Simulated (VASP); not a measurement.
Write the native input for VASP 6.6.1 that does the following.

* Task: single point
* Functional: r2SCAN
* Potentials or basis: VASP PAW PBE potentials, release 64 (W_sv, S)
* Cutoff: 550 eV
* k mesh: 12 × 12 × 2
* Occupations: fermi-dirac, width 0.02 eV
* Spin: non-collinear spin, zero start, spin-orbit coupling
* Starting moments: [[0.0, 0.0, 0.0], [0.0, 0.0, 0.0], [0.0, 0.0, 0.0], [0.0, 0.0, 0.0], [0.0, 0.0, 0.0], [0.0, 0.0, 0.0]] μB
* Dipole correction: no
* Further INCAR settings: ALGO = Normal; EDIFF = 1e-06; NBANDS = 68

WS2:

```
W S
1.0
     3.16995    0.00000    0.00000
    -1.58497    2.74525    0.00000
     0.00000    0.00000   12.36616
W S
2 4
Direct
  0.33333 0.66667 0.25000
  0.66667 0.33333 0.75000
  0.66667 0.33333 0.37627
  0.66667 0.33333 0.12373
  0.33333 0.66667 0.87627
  0.33333 0.66667 0.62373
```

This cell differs from its parent crystal: uniaxial z strain -1.0%.

The input as run:

POSCAR

```
WS2
1.0
    3.1699462934      0.0000000000      0.0000000000
   -1.5849731467      2.7452540187      0.0000000000
    0.0000000000      0.0000000000     12.3661598469
W S
2 4
Direct
    0.3333333333      0.6666666667      0.2500000000
    0.6666666667      0.3333333333      0.7500000000
    0.6666666667      0.3333333333      0.3762748988
    0.6666666667      0.3333333333      0.1237251012
    0.3333333333      0.6666666667      0.8762748988
    0.3333333333      0.6666666667      0.6237251012
```

INCAR.step1

```
  PREC = Accurate
  ENCUT = 550
  ISMEAR = -1
  SIGMA = 0.02
  LREAL = False
  LASPH = True
  NELM = 200
  LNONCOLLINEAR = True
  MAGMOM = 0 0 0 0 0 0 0 0 0 0 0 0 0 0 0 0 0 0
  LSORBIT = True
  GGA_COMPAT = False
  LMAXMIX = 4
  NBANDS = 68
  GGA = PE
  ALGO = Normal
  EDIFF = 1E-5
  LWAVE = True
  LCHARG = False
  KPAR = 4
```

INCAR.step2

```
  PREC = Accurate
  ENCUT = 550
  EDIFF = 1E-6
  ISMEAR = -1
  SIGMA = 0.02
  LREAL = False
  LASPH = True
  NELM = 200
  ALGO = Normal
  ISIF = 2
  LWAVE = False
  LCHARG = False
  LNONCOLLINEAR = True
  MAGMOM = 0 0 0 0 0 0 0 0 0 0 0 0 0 0 0 0 0 0
  LORBIT = 11
  LSORBIT = True
  GGA_COMPAT = False
  LORBMOM = True
  LMAXMIX = 4
  METAGGA = R2SCAN
  LMIXTAU = True
  NBANDS = 68
  ISTART = 1
  KPAR = 4
```

KPOINTS

```
Automatic mesh
0
Gamma
  12 12 2
```

Potentials or basis: VASP PAW PBE potentials, release 64 (W_sv, S).

Launch:

```sh
$ cat potpaw_PBE.64/W_sv/POTCAR potpaw_PBE.64/S/POTCAR > POTCAR
$ cp INCAR.step1 INCAR
$ mpirun -np 4 vasp_ncl > vasp.out
$ cp INCAR.step2 INCAR
$ mpirun -np 4 vasp_ncl > vasp.out
```

Results of the run:

The pressure is 2.0 GPa and the largest force is 0.003 eV/Å. The net moment is 0.00 μB per cell and the valence electrons inside the program's atomic spheres are W 12.02; S 3.74.

Caveat: the cell differs from its parent crystal (uniaxial z strain -1.0%); the PAW data sets were made with another functional, which shifts forces and pressure a little.

Wall time 7.1 min on 4 MPI ranks on Intel(R) Xeon(R) 6975P-C (Granite Rapids), with other jobs on the host, peak memory 0.82 GiB a rank.
